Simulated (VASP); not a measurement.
Crystal: Ca3Ta.

```
Ca Ta
1.0
     6.66223    0.00000    0.00000
    -3.33112    5.76966    0.00000
     0.00000    0.00000    5.34747
Ca Ta
6 2
Direct
  0.83300 0.66600 0.25000
  0.16700 0.83300 0.75000
  0.33400 0.16700 0.25000
  0.16700 0.33400 0.75000
  0.83300 0.16700 0.25000
  0.66600 0.83300 0.75000
  0.33333 0.66667 0.25000
  0.66667 0.33333 0.75000
```

```yaml
Program: VASP 6.6.1
Task: relaxation of cell and atoms
Functional: PBE
Potentials_or_basis: VASP PAW PBE potentials, release 64 (Ca_sv, Ta_pv)
Cutoff: 600 eV
k_mesh: 3 × 3 × 4
Occupations: gaussian, width 0.1 eV
Spin: no spin polarisation
```

At the start: pressure 7.8 GPa; volume 25.69 Å³/atom.

Question: How do energy, volume and symmetry change on relaxing?

Answer: Over 8 steps the energy falls by 159.2 meV/atom and the volume is 31.08 Å³/atom (+20.9 %); space group P6_3/mmc (No. 194, to 0.1 Å) before and after.

The path:
```
step  energy change (eV)  largest force (eV/Å)  pressure (GPa)  volume (Å³)
   1              0.0000                0.9184            7.85       205.55
   2             -1.1015                0.5669            0.17       245.32
   3             -1.1145                0.5261           -0.54       250.77
   4             -1.2000                0.3383           -0.33       249.28
   5             -1.2654                0.0561            0.22       246.25
   6             -1.2657                0.0315            0.18       246.45
   7             -1.2728                0.0162           -0.01       248.01
   8             -1.2734                0.0103           -0.09       248.61
```

Final structure:
```
Ca Ta
1.0
     7.21288    0.00000    0.00000
    -3.60644    6.24653    0.00000
     0.00000    0.00000    5.51778
Ca Ta
6 2
Direct
  0.82188 0.64375 0.25000
  0.17812 0.82188 0.75000
  0.35625 0.17812 0.25000
  0.17812 0.35625 0.75000
  0.82188 0.17812 0.25000
  0.64375 0.82188 0.75000
  0.33333 0.66667 0.25000
  0.66667 0.33333 0.75000
```

Caveat: the k points lie up to 0.34 Å⁻¹ apart in the final cell; the volume moved by over 15 % at a fixed basis, so the end points are rough.
